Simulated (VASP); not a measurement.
# Ru in VASP: single point with PBE

Aim: the single point of Ru with PBE.

Program: VASP 6.6.1. These are calculated values, not measurements. Logs are shortened: lines on timing, memory, paths and dates and some standing lists are left out, and cuts for length are marked.

## (1) The cell of the first run

The cell holds a slab with vacuum, 5 atoms: a = 2.720 Å, b = 2.720 Å, c = 22.593 Å, α = 90.00°, β = 90.00°, γ = 120.00°.

## (2) Single point, PBE

INCAR reads:

```
SYSTEM = Ru
PREC     = Accurate       ! precision mode
ENCUT    = 520            ! plane-wave cutoff, eV
EDIFF    = 1E-6           ! SCF threshold, eV
ISMEAR   = 0              ! smearing method
SIGMA    = 0.1            ! smearing width, eV
LREAL    = .FALSE.        ! projectors in reciprocal space
LASPH    = .TRUE.         ! aspherical terms in the spheres
NELM     = 80             ! most SCF steps
ALGO     = Normal         ! electronic algorithm
ISIF     = 2              ! what is computed and relaxed
LWAVE    = .FALSE.        ! write WAVECAR
LCHARG   = .FALSE.        ! write CHGCAR
LDIPOL   = .TRUE.       
IDIPOL   = 3            
DIPOL    = 0.5 0.5 0.500
GGA      = PE             ! functional
NBANDS   = 43             ! bands
```

KPOINTS reads:

```
Automatic mesh
0
G
  12 12 1
  0 0 0
```

POSCAR reads:

```
Ru
1.0
    2.7197977465      0.0000000000      0.0000000000
   -1.3598988732      2.3554139416      0.0000000000
    0.0000000000      0.0000000000     22.5933195290
Ru
5
Direct
    0.6666666667      0.3333333333      0.3098260966
    0.3333333333      0.6666666667      0.4049130483
    0.6666666667      0.3333333333      0.5000314370
    0.3333333333      0.6666666667      0.5958049795
    0.6666666667      0.3333333333      0.6876364304
```

Potentials or basis: VASP PAW PBE potentials, release 64 (Ru_pv).

Launch:

```sh
$ cat potpaw_PBE.64/Ru_pv/POTCAR > POTCAR
$ mpirun -np 1 vasp_std > vasp.out
```

OUTCAR:

```text
SYSTEM = Ru
   PREC = Accurate
   ENCUT = 520
   EDIFF = 1E-6
   ISMEAR = 0
   LREAL = .FALSE.
   LASPH = .TRUE.
   NELM = 80
   ISIF = 2
   GGA = PE

 ion  position               nearest neighbor table
   1  0.667  0.333  0.310-   2 2.66   2 2.66   2 2.66
   2  0.333  0.667  0.405-   1 2.66   1 2.66   1 2.66   3 2.66   3 2.66   3 2.66
   3  0.667  0.333  0.500-   2 2.66   2 2.66   2 2.66   4 2.67   4 2.67   4 2.67
   4  0.333  0.667  0.596-   5 2.60   5 2.60   5 2.60   3 2.67   3 2.67   3 2.67
   5  0.667  0.333  0.688-   4 2.60   4 2.60   4 2.60

  LATTYP: Found a hexagonal cell.
 ALAT       =     2.7197977465
 C/A-ratio  =     8.3069851639

  Lattice vectors:

 A1 = (   2.7197977465,   0.0000000000,   0.0000000000)
 A2 = (  -1.3598988732,   2.3554139416,   0.0000000000)
 A3 = (   0.0000000000,   0.0000000000,  22.5933195290)

Analysis of symmetry for initial positions (statically):
=====================================================================
 Subroutine PRICEL returns:
 Original cell was already a primitive cell.

 Routine SETGRP: Setting up the symmetry group for a
 hexagonal supercell.

 Subroutine GETGRP returns: Found  6 space group operations
 (whereof  6 operations were pure point group operations)
 out of a pool of 24 trial point group operations.

The static configuration has the point symmetry C_3v.

Analysis of symmetry for dynamics (positions and initial velocities):
=====================================================================
 Subroutine PRICEL returns:
 Original cell was already a primitive cell.

 Routine SETGRP: Setting up the symmetry group for a
 hexagonal supercell.

 Subroutine GETGRP returns: Found  6 space group operations
 (whereof  6 operations were pure point group operations)
 out of a pool of 24 trial point group operations.

The dynamic configuration has the point symmetry C_3v.

 Subroutine INISYM returns: Found  6 space group operations
 (whereof  6 operations are pure point group operations),
 and found     1 'primitive' translations

----------------------------------------------------------------------------------------

                                     Primitive cell

  volume of cell :     144.7384

[... 91 lines left out ...]
   NSW    =      0    number of steps for IOM
   IBRION =     -1    ionic relax: 0-MD 1-quasi-New 2-CG
   NFREE  =      0    steps in history (QN), initial steepest desc. (CG)
   ISIF   =      2    stress and relaxation
   ISYM   =      2    0-nonsym 1-usesym 2-fastsym
   POTIM  = 0.5000    time-step for ionic-motion
   TEBEG  =    0.0;   TEEND  =   0.0 temperature during run
   PSTRESS=    0.0 pullay stress
   NELECT =      70.0000    total number of electrons
   NUPDOWN=      -1.0000    fix difference up-down
   EMIN   =  10.00;   EMAX   =-10.00  energy-range for DOS
   EFERMI =   0.00;   METHOD = LEGACY
   ISMEAR =     0;   SIGMA  =   0.10  broadening in eV -4-tet -1-fermi 0-gaus
   EFERMI_NEDOS =   21; number of points for ismear=-14 and -15
   IALGO  =     38    algorithm
   IMIX   =      4    mixing-type and parameters
     AMIX     =   0.40;   BMIX     =  1.00
     AMIX_MAG =   1.60;   BMIX_MAG =  1.00
  volume/ion in A,a.u.               =      28.95       195.35
  Fermi-wavevector in a.u.,A,eV,Ry     =   1.285029  2.428352 22.467289  1.651299
  Thomas-Fermi vector in A             =   2.417187
   LORBIT       =      0    0 simple, 1 ext, 2 COOP (PROOUT), +10 PAW based schemes
   GGA     = PE    functional components
   LHFCALC =     F    Hartree Fock is set to
   AEXX    =    0.0000 exact exchange contribution
   IVDW    =     0    specifies the selected vdW correction
   LEPSILON=     F    determine dielectric tensor
   LRPA    =     F    only Hartree local field effects (RPA)
 non-spin polarized calculation
 Gauss-broadening in eV      SIGMA  =   0.10
  energy-cutoff  :      520.00
  volume of cell :      144.74
 maximum number of plane-waves:      3951
   NGX = 11   NGY = 11   NGZ = 85

 dipolmoment           0.000000      0.000000      0.010936 electrons x Angstroem

 number of electron      70.0000031 magnetization

 dipolmoment           0.000000      0.000000     -0.002779 electrons x Angstroem

 Free energy of the ion-electron system (eV)
  ---------------------------------------------------
  ext. energy  EPLUGINS =         0.00000000
  ---------------------------------------------------
  free energy    TOTEN  =       -44.03881855 eV

  energy without entropy =      -44.00674461  energy(sigma->0) =      -44.02278158

 E-fermi :   3.4354     XC(G=0):  -7.5612

 val. band max:        3.3962622933   @ k =   0.2500   0.1667   0.0000
 cond. band min:       3.4394650896   @ k =   0.2500   0.1667   0.0000
 fundamental gap:      0.0432027963
 Fermi energy:         3.4353714061

 k-point     1 :       0.0000    0.0000    0.0000
  band No.  band energies     occupation
      1     -40.1734      2.00000
      2     -39.9240      2.00000
      3     -39.4982      2.00000
      4     -39.3895      2.00000
      5     -39.3895      2.00000
      6     -39.3362      2.00000
[... 863 lines left out ...]
     42      10.7244      0.00000
     43      10.7270      0.00000

------------------------ aborting loop because EDIFF is reached ----------------------------------------

 vacuum level on the upper side and lower side of the slab       (xc-potential included)        -0.246        -0.175

  FORCE on cell =-STRESS in cart. coord.  units (eV):
  Direction    XX          YY          ZZ          XY          YZ          ZX
  --------------------------------------------------------------------------------------
  -------------------------------------------------------------------------------------
  Total       -3.5883812     -3.5883812     -1.4353470     -0.0000000      0.0000000      0.0000000
  in kB      -39.7214647    -39.7214647    -15.8885252     -0.0000000      0.0000000      0.0000000
  external PRESSURE =     -31.7771516 kB  Pullay stress =       0.0000000 kB

 VOLUME and BASIS-vectors are now :
 -----------------------------------------------------------------------------
  energy-cutoff  :      520.00
  volume of cell :      144.74
      direct lattice vectors                 reciprocal lattice vectors
     2.719797746  0.000000000  0.000000000     0.367674398  0.212276913  0.000000000
    -1.359898873  2.355413942  0.000000000     0.000000000  0.424553826  0.000000000
     0.000000000  0.000000000 22.593319529     0.000000000  0.000000000  0.044260871

 POSITION                                       TOTAL-FORCE (eV/Angst)
 -----------------------------------------------------------------------------------
      1.35990      0.78514      7.00000         0.000000     -0.000000      0.669809
     -0.00000      1.57028      9.14833        -0.000000      0.000000     -0.680434
      1.35990      0.78514     11.29737         0.000000      0.000000      0.001699
     -0.00000      1.57028     13.46121         0.000000      0.000000     -0.000291
      1.35990      0.78514     15.53599         0.000000      0.000000      0.009217
 -----------------------------------------------------------------------------------
    total drift:                                0.000000      0.000000     -0.001064

  FREE ENERGIE OF THE ION-ELECTRON SYSTEM (eV)
  ---------------------------------------------------
  free  energy   TOTEN  =       -44.0388185527 eV

  energy  without entropy=      -44.0067446066  energy(sigma->0) =      -44.02278158

 vacuum level on the upper side and lower side of the slab         8.225         8.297
```

OSZICAR:

```text
N       E                     dE             d eps       ncg     rms          rms(c)
DAV:   1     0.782146770321E+03    0.78215E+03   -0.44534E+04  1962   0.161E+03
DAV:   2    -0.230818167141E+02   -0.80523E+03   -0.78551E+03  1772   0.489E+02
DAV:   3    -0.467559776551E+02   -0.23674E+02   -0.22638E+02  2065   0.827E+01
[... 21 lines left out ...]
DAV:  25    -0.440387928292E+02   -0.28551E-04   -0.39735E-06  1139   0.965E-03    0.378E-03
DAV:  26    -0.440388119302E+02   -0.19101E-04   -0.11749E-06  1058   0.563E-03    0.281E-03
DAV:  27    -0.440388170993E+02   -0.51690E-05   -0.33393E-07   900   0.269E-03    0.197E-03
DAV:  28    -0.440388183237E+02   -0.12245E-05   -0.95170E-08   861   0.159E-03    0.143E-03
DAV:  29    -0.440388185527E+02   -0.22899E-06   -0.42092E-08   834   0.103E-03
   1 F= -.44038819E+02 E0= -.44022782E+02  d E =-.320739E-01
```

It took 5.5 min on 1 thread of Intel Xeon Platinum 8259CL at 2.50GHz (Skylake/Cascade Lake), shared host; peak memory 0.28 GiB.

What came out:

```
Free energy            : -44.0388 eV
Largest force          : 0.680 eV/Å
Band gap on the k mesh : zero (bands 35 and 36 overlap by 2.40 eV)
```

Forces in eV/Å, atoms in the order of the input:
```
Ru   0.000  0.000  0.670
Ru   0.000  0.000 -0.680
Ru   0.000  0.000  0.002
Ru   0.000  0.000  0.000
Ru   0.000  0.000  0.009
```

The gap in the log of VASP goes by the Fermi energy; the results here count the filled bands.